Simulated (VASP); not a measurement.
# ZnO (P6_3mc) in VASP: notebook

ZnO is run at these levels: RPBE; tasks: single point.

Everything below comes from runs of VASP 6.6.1. Logs are shortened: lines on timing, memory, paths and dates and some standing lists are left out, and cuts for length are marked.

**1. The cell of the first run**

The structure is hexagonal, space group P6_3mc (No. 186). The conventional cell has a = 3.341 Å, b = 3.341 Å, c = 5.387 Å, α = 90.00°, β = 90.00°, γ = 120.00°. Zn (site symmetry 3m) has 4 O at 2.04 Å within 2.7 Å. Within 2.7 Å of O (site symmetry 3m) lie 4 Zn at 2.04 Å.

**2. Single point, RPBE (volume scaled by 1.02)**

Contents of INCAR:

```
SYSTEM = ZnO
PREC = Accurate
ENCUT = 520
EDIFF = 1E-6
ISMEAR = 0
SIGMA = 0.05
LREAL = .False.
LASPH = .True.
NELM = 100
ALGO = Normal
ISIF = 2
LWAVE = .False.
LCHARG = .False.
GGA = RP
NBANDS = 26
```

Contents of KPOINTS:

```
Automatic mesh
0
Gamma
  8 8 6
  0 0 0
```

Contents of POSCAR:

```
ZnO
1.0
    3.3409545871      0.0000000000      0.0000000000
   -1.6704772936      2.8933515453      0.0000000000
    0.0000000000      0.0000000000      5.3872330838
Zn O
2 2
Direct
    0.3333333333      0.6666666667      0.0014489168
    0.6666666667      0.3333333333      0.5014489168
    0.3333333333      0.6666666667      0.3806510832
    0.6666666667      0.3333333333      0.8806510832
```

Potentials or basis: VASP PAW PBE potentials, release 64 (Zn, O).

The run is started by

```
> cat potpaw_PBE.64/Zn/POTCAR potpaw_PBE.64/O/POTCAR > POTCAR
> mpirun -np 1 vasp_std > vasp.out
```

OUTCAR:

```text
SYSTEM = ZnO
   PREC = Accurate
   ENCUT = 520
   EDIFF = 1E-6
   ISMEAR = 0
   LREAL = .False.
   LASPH = .True.
   NELM = 100
   ISIF = 2
   GGA = RP

 ion  position               nearest neighbor table
   1  0.333  0.667  0.001-   4 2.04   4 2.04   4 2.04   3 2.04
   2  0.667  0.333  0.501-   3 2.04   3 2.04   3 2.04   4 2.04
   3  0.333  0.667  0.381-   2 2.04   2 2.04   2 2.04   1 2.04
   4  0.667  0.333  0.881-   1 2.04   1 2.04   1 2.04   2 2.04

  LATTYP: Found a hexagonal cell.
 ALAT       =     3.3409545871
 C/A-ratio  =     1.6124831821

  Lattice vectors:

 A1 = (   3.3409545871,   0.0000000000,   0.0000000000)
 A2 = (  -1.6704772936,   2.8933515453,   0.0000000000)
 A3 = (   0.0000000000,   0.0000000000,   5.3872330838)

Analysis of symmetry for initial positions (statically):
=====================================================================
 Subroutine PRICEL returns:
 Original cell was already a primitive cell.

 Routine SETGRP: Setting up the symmetry group for a
 hexagonal supercell.

 Subroutine GETGRP returns: Found 12 space group operations
 (whereof  6 operations were pure point group operations)
 out of a pool of 24 trial point group operations.

The static configuration has the point symmetry C_3v.
 The point group associated with its full space group is C_6v.

Analysis of symmetry for dynamics (positions and initial velocities):
=====================================================================
 Subroutine PRICEL returns:
 Original cell was already a primitive cell.

 Routine SETGRP: Setting up the symmetry group for a
 hexagonal supercell.

 Subroutine GETGRP returns: Found 12 space group operations
 (whereof  6 operations were pure point group operations)
 out of a pool of 24 trial point group operations.

The dynamic configuration has the point symmetry C_3v.
 The point group associated with its full space group is C_6v.

 Subroutine INISYM returns: Found 12 space group operations
 (whereof  6 operations are pure point group operations),
 and found     1 'primitive' translations

----------------------------------------------------------------------------------------

                                     Primitive cell

  volume of cell :      52.0760

  direct lattice vectors                    reciprocal lattice vectors
[... 83 lines left out ...]
   ISTART =      0    job   : 0-new  1-cont  2-samecut
   ICHARG =      2    charge: 1-file 2-atom 10-const
   ISPIN  =      1    spin polarized calculation?
   LNONCOLLINEAR =      F non collinear calculations
   LSORBIT =      F    spin-orbit coupling
   LASPH  =      T    aspherical Exc in radial PAW
   ENCUT  =  520.0 eV  38.22 Ry    6.18 a.u.   6.21  6.21 10.02*2*pi/ulx,y,z
   NELM   =    100;   NELMIN=  2; NELMDL= -5     # of ELM steps
   EDIFF  = 0.1E-05   stopping-criterion for ELM
   LREAL  =      F    real-space projection
   EDIFFG = 0.1E-04   stopping-criterion for IOM
   NSW    =      0    number of steps for IOM
   IBRION =     -1    ionic relax: 0-MD 1-quasi-New 2-CG
   NFREE  =      0    steps in history (QN), initial steepest desc. (CG)
   ISIF   =      2    stress and relaxation
   ISYM   =      2    0-nonsym 1-usesym 2-fastsym
   POTIM  = 0.5000    time-step for ionic-motion
   TEBEG  =    0.0;   TEEND  =   0.0 temperature during run
   PSTRESS=    0.0 pullay stress
   NELECT =      36.0000    total number of electrons
   NUPDOWN=      -1.0000    fix difference up-down
   EMIN   =  10.00;   EMAX   =-10.00  energy-range for DOS
   EFERMI =   0.00;   METHOD = LEGACY
   ISMEAR =     0;   SIGMA  =   0.05  broadening in eV -4-tet -1-fermi 0-gaus
   EFERMI_NEDOS =   21; number of points for ismear=-14 and -15
   IALGO  =     38    algorithm
   IMIX   =      4    mixing-type and parameters
     AMIX     =   0.40;   BMIX     =  1.00
     AMIX_MAG =   1.60;   BMIX_MAG =  1.00
  volume/ion in A,a.u.               =      13.02        87.86
  Fermi-wavevector in a.u.,A,eV,Ry     =   1.447537  2.735449 28.509168  2.095365
  Thomas-Fermi vector in A             =   2.565481
   LORBIT       =      0    0 simple, 1 ext, 2 COOP (PROOUT), +10 PAW based schemes
   GGA     = RP    functional components
   LHFCALC =     F    Hartree Fock is set to
   AEXX    =    0.0000 exact exchange contribution
   IVDW    =     0    specifies the selected vdW correction
   LEPSILON=     F    determine dielectric tensor
   LRPA    =     F    only Hartree local field effects (RPA)
 non-spin polarized calculation
 Gauss-broadening in eV      SIGMA  =   0.05
  energy-cutoff  :      520.00
  volume of cell :       52.08
 maximum number of plane-waves:      1418
 NGX is ok and might be reduce to    28
   NGX = 13   NGY = 13   NGZ = 21

 number of electron      36.0000012 magnetization

 Free energy of the ion-electron system (eV)
  ---------------------------------------------------
  ext. energy  EPLUGINS =         0.00000000
  ---------------------------------------------------
  free energy    TOTEN  =       -16.37480049 eV

  energy without entropy =      -16.37480049  energy(sigma->0) =      -16.37480049

 E-fermi :   0.8945     XC(G=0): -10.1691

 val. band max:        0.6245683831   @ k =   0.0000   0.0000   0.0000
 cond. band min:       1.3709240719   @ k =   0.0000   0.0000   0.0000
 fundamental gap:      0.7463556888
 Fermi energy:         0.8945131154

 k-point     1 :       0.0000    0.0000    0.0000
  band No.  band energies     occupation
      1     -16.8774      2.00000
      2     -16.2985      2.00000
      3      -4.6779      2.00000
      4      -4.6779      2.00000
      5      -4.6434      2.00000
      6      -4.5124      2.00000
[... 685 lines left out ...]
     25      13.6913      0.00000
     26      14.0114      0.00000

 [... further k-points ...]
[... 5 lines left out ...]
  --------------------------------------------------------------------------------------
  -------------------------------------------------------------------------------------
  Total       -0.4582159     -0.4582159     -0.4195960      0.0000000     -0.0000000     -0.0000000
  in kB      -14.0975343    -14.0975343    -12.9093497      0.0000000     -0.0000000     -0.0000000
  external PRESSURE =     -13.7014727 kB  Pullay stress =       0.0000000 kB

 VOLUME and BASIS-vectors are now :
 -----------------------------------------------------------------------------
  energy-cutoff  :      520.00
  volume of cell :       52.08
      direct lattice vectors                 reciprocal lattice vectors
     3.340954587  0.000000000  0.000000000     0.299315652  0.172809972  0.000000000
    -1.670477294  2.893351545  0.000000000     0.000000000  0.345619944  0.000000000
     0.000000000  0.000000000  5.387233084     0.000000000  0.000000000  0.185624046

 POSITION                                       TOTAL-FORCE (eV/Angst)
 -----------------------------------------------------------------------------------
     -0.00000      1.92890      0.00781         0.000000      0.000000     -0.006004
      1.67048      0.96445      2.70142        -0.000000      0.000000     -0.006004
     -0.00000      1.92890      2.05066        -0.000000      0.000000      0.006004
      1.67048      0.96445      4.74427         0.000000      0.000000      0.006004
 -----------------------------------------------------------------------------------
    total drift:                               -0.000001     -0.000001     -0.002517

  FREE ENERGIE OF THE ION-ELECTRON SYSTEM (eV)
  ---------------------------------------------------
  free  energy   TOTEN  =       -16.3748004943 eV

  energy  without entropy=      -16.3748004943  energy(sigma->0) =      -16.37480049
```

OSZICAR:

```text
N       E                     dE             d eps       ncg     rms          rms(c)
DAV:   1     0.295910243764E+03    0.29591E+03   -0.18141E+04  2096   0.196E+03
DAV:   2     0.127509380019E+02   -0.28316E+03   -0.26529E+03  2196   0.406E+02
DAV:   3    -0.190441027670E+02   -0.31795E+02   -0.31364E+02  2338   0.138E+02
DAV:   4    -0.196749534336E+02   -0.63085E+00   -0.62940E+00  2318   0.200E+01
DAV:   5    -0.196780637494E+02   -0.31103E-02   -0.31101E-02  2264   0.145E+00    0.135E+01
DAV:   6    -0.161836621082E+02    0.34944E+01   -0.70041E+00  3308   0.635E+01    0.781E+00
DAV:   7    -0.163974440013E+02   -0.21378E+00   -0.30488E+00  2168   0.175E+01    0.473E+00
DAV:   8    -0.164173030947E+02   -0.19859E-01   -0.49134E-01  2772   0.712E+00    0.158E+00
DAV:   9    -0.163717744210E+02    0.45529E-01   -0.10411E-01  3004   0.626E+00    0.272E-01
DAV:  10    -0.163743736662E+02   -0.25992E-02   -0.31636E-02  2104   0.152E+00    0.142E-01
DAV:  11    -0.163747484572E+02   -0.37479E-03   -0.15306E-03  2292   0.865E-01    0.992E-02
DAV:  12    -0.163747583378E+02   -0.98806E-05   -0.47415E-04  2632   0.543E-01    0.292E-02
DAV:  13    -0.163748058819E+02   -0.47544E-04   -0.16306E-04  2172   0.139E-01    0.243E-02
DAV:  14    -0.163748005761E+02    0.53059E-05   -0.31943E-05  2326   0.496E-02    0.393E-03
DAV:  15    -0.163748004943E+02    0.81773E-07   -0.47217E-06  2202   0.304E-02
   1 F= -.16374800E+02 E0= -.16374800E+02  d E =-.322248E-16
```

Run time: 47 s. Hardware: 1 thread of Intel Xeon Platinum 8259CL at 2.50GHz (Skylake/Cascade Lake), shared host; peak memory 0.19 GiB.

What came out:

```
Free energy            : -16.3748 eV
Pressure               : -1.4 GPa
Largest force          : 0.006 eV/Å
Band gap on the k mesh : 0.75 eV, direct
```

Forces in eV/Å, atoms in the order of the input:
```
Zn   0.000  0.000 -0.006
Zn   0.000  0.000 -0.006
O    0.000  0.000  0.006
O    0.000  0.000  0.006
```

Levels at points of the mesh, in eV from the valence-band top:
| k point | band 14 | band 15 | band 16 | band 17 | band 18 | band 19 | band 20 | band 21 | band 22 | band 23 |
| --- | --- | --- | --- | --- | --- | --- | --- | --- | --- | --- |
| (0.00, 0.00, 0.00) | -0.69 | -0.69 | -0.06 | 0.00 | 0.00 | 0.75 | 4.99 | 8.02 | 12.54 | 12.54 |
| (0.50, 0.00, 0.00) | -3.24 | -2.54 | -1.96 | -1.13 | -0.72 | 5.47 | 6.88 | 7.58 | 7.97 | 10.25 |
| (0.00, 0.00, 0.50) | -2.17 | -0.34 | -0.34 | -0.34 | -0.34 | 3.32 | 3.32 | 9.81 | 9.81 | 12.81 |
| (0.50, 0.00, 0.50) | -3.57 | -1.31 | -1.31 | -1.21 | -1.21 | 5.64 | 5.64 | 8.02 | 8.02 | 11.06 |

Caveat: the PAW data sets were made with another functional, which shifts forces and pressure a little.

**3. Single point, RPBE (volume scaled by 1.04)**

Contents of INCAR:

```
SYSTEM = ZnO
PREC     = Accurate       ! precision mode
ENCUT    = 520            ! plane-wave cutoff, eV
EDIFF    = 1E-6           ! SCF threshold, eV
ISMEAR   = 0              ! smearing method
SIGMA    = 0.05           ! smearing width, eV
LREAL    = .False.        ! projectors in reciprocal space
LASPH    = .True.         ! aspherical terms in the spheres
NELM     = 80             ! most SCF steps
ALGO     = Normal         ! electronic algorithm
ISIF     = 2              ! what is computed and relaxed
LWAVE    = .False.        ! write WAVECAR
LCHARG   = .True.         ! write CHGCAR
GGA      = RP             ! functional
LELF     = .True.         ! ELF
LVHAR    = .True.       
NBANDS   = 26             ! bands
```

KPOINTS is that of step 2.

Contents of POSCAR:

```
ZnO
1.0
    3.3626497054      0.0000000000      0.0000000000
   -1.6813248527      2.9121400689      0.0000000000
    0.0000000000      0.0000000000      5.4222160970
Zn O
2 2
Direct
    0.3333333333      0.6666666667      0.0014489168
    0.6666666667      0.3333333333      0.5014489168
    0.3333333333      0.6666666667      0.3806510832
    0.6666666667      0.3333333333      0.8806510832
```

Potentials or basis: VASP PAW PBE potentials, release 64 (Zn, O).

The run is started by

```
> cat potpaw_PBE.64/Zn/POTCAR potpaw_PBE.64/O/POTCAR > POTCAR
> mpirun -np 1 vasp_std > vasp.out
```

It took 48 s on 1 thread of Intel Xeon Platinum 8259CL at 2.50GHz (Skylake/Cascade Lake), shared host; peak memory 0.2 GiB.

It converged, with:

- Free energy: -16.3599 eV
- Pressure: -3.4 GPa
- Largest force: 0.006 eV/Å
- Band gap on the k mesh: 0.72 eV, direct

Forces in eV/Å, atoms in the order of the input:
```
Zn   0.000  0.000 -0.006
Zn   0.000  0.000 -0.006
O    0.000  0.000  0.006
O    0.000  0.000  0.006
```

Stress tensor (GPa, compression positive):
```
-3.43  0.00  0.00
 0.00 -3.43  0.00
 0.00  0.00 -3.30
```

Levels at points of the mesh, in eV from the valence-band top:
```csv
k point,band 15,band 16,band 17,band 18,band 19,band 20,band 21,band 22
"(0.00, 0.00, 0.00)",-0.67,-0.06,0.00,0.00,0.72,4.91,7.96,12.44
"(0.50, 0.00, 0.00)",-2.48,-1.90,-1.10,-0.70,5.39,6.85,7.55,7.83
"(0.00, 0.00, 0.50)",-0.33,-0.33,-0.33,-0.33,3.27,3.27,9.73,9.73
"(0.50, 0.00, 0.50)",-1.27,-1.27,-1.18,-1.18,5.60,5.60,7.92,7.92
```

Caveat: the PAW data sets were made with another functional, which shifts forces and pressure a little.
